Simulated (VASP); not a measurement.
Crystal: Hf2TaN2.

```
Hf Ta N
1.0
     3.95546    0.00000    0.00000
     0.00000    3.95546    0.00000
     0.00000    0.00000    5.36546
Hf Ta N
2 1 2
Direct
  0.00000 0.50000 0.50000
  0.50000 0.00000 0.50000
  0.00000 0.00000 0.00000
  0.50000 0.50000 0.24000
  0.50000 0.50000 0.76000
```

The cell was generated, and may not be a known phase.

```yaml
Program: VASP 6.6.1
Task: relaxation of cell and atoms
Functional: PBE
Potentials_or_basis: VASP PAW PBE potentials, release 64 (Hf_pv, Ta_pv, N)
Cutoff: 600 eV
k_mesh: 4 × 4 × 4
Occupations: gaussian, width 0.1 eV
Spin: no spin polarisation
```

At the start: pressure -18.9 GPa; volume 16.79 Å³/atom.

Question: Where does the relaxation end?

Answer: Over 8 steps the energy falls by 170.8 meV/atom and the volume is 14.49 Å³/atom (-13.7 %); space group P4/mmm (No. 123, to 0.1 Å) before and after.

The path:
```tsv
step	energy change (eV)	largest force (eV/Å)	pressure (GPa)	volume (Å³)
1	0.0000	1.6627	-18.91	83.95
2	0.3363	3.1040	38.71	62.10
3	-0.8519	0.1126	-0.78	72.71
4	-0.8528	0.0559	-0.09	72.43
5	-0.8527	0.0099	0.45	72.21
6	-0.8535	0.0562	-0.41	72.60
7	-0.8535	0.0461	-0.26	72.52
8	-0.8539	0.0011	0.00	72.45
```

Final structure:
```
CELL_PARAMETERS angstrom
3.75262 0.00000 0.00000
0.00000 3.75262 0.00000
0.00000 0.00000 5.14486
ATOMIC_POSITIONS crystal
Hf 0.00000 0.50000 0.50000
Hf 0.50000 0.00000 0.50000
Ta 0.00000 0.00000 0.00000
N 0.50000 0.50000 0.24739
N 0.50000 0.50000 0.75261
```

Caveat: the k points lie up to 0.42 Å⁻¹ apart in the final cell, too coarse for converged energies and pressures of a metal.
